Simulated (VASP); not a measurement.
Wanted: the native input for a VASP 6.6.1 run.

* Task: single point
* Functional: LDA
* Potentials or basis: VASP PAW LDA potentials, release 64 (Pd)
* Cutoff: 500 eV
* k mesh: 8 × 8 × 8
* Occupations: fermi-dirac, width 0.1 eV
* Spin: no spin polarisation
* Dipole correction: no
* Further INCAR settings: ALGO = Normal; EDIFF = 1e-06; NBANDS = 11

The structure of Pd lies in POSCAR:

```
Pd
1.0
    1.5291663207      1.5291663207      1.5291663207
   -1.5291663207      1.5291663207      1.5291663207
   -1.5291663207     -1.5291663207      1.5291663207
Pd
1
Direct
    0.0000000000      0.0000000000      0.0000000000
```

The input as run:

INCAR

```
SYSTEM = Pd
PREC = Accurate
ENCUT = 500
EDIFF = 1E-6
ISMEAR = -1
SIGMA = 0.1
LREAL = .FALSE.
LASPH = .TRUE.
NELM = 120
ALGO = Normal
ISIF = 2
LWAVE = .FALSE.
LCHARG = .TRUE.
GGA = CA
LELF = .TRUE.
LVHAR = .TRUE.
NBANDS = 11
GGA_COMPAT = .FALSE.
```

KPOINTS

```
Automatic mesh
0
G
  8 8 8
  0 0 0
```

Potentials or basis: VASP PAW LDA potentials, release 64 (Pd).

The run is started by

```bash
$ cat potpaw_LDA.64/Pd/POTCAR > POTCAR
$ mpirun -np 1 vasp_std > vasp.out
```

It gave:

| Property | Result |
| --- | --- |
| Pressure | 0.3 GPa |
| Band gap on the k mesh | zero (band 5 reaches 10.79 eV, above the bottom of band 6 at 9.13 eV) |

Caveat: the k points lie up to 0.36 Å⁻¹ apart.

Wall time 4.4 s on 1 thread of Intel(R) Xeon(R) Platinum 8259CL CPU @ 2.50GHz (Skylake/Cascade Lake), with other jobs on the host, peak memory 0.12 GiB.
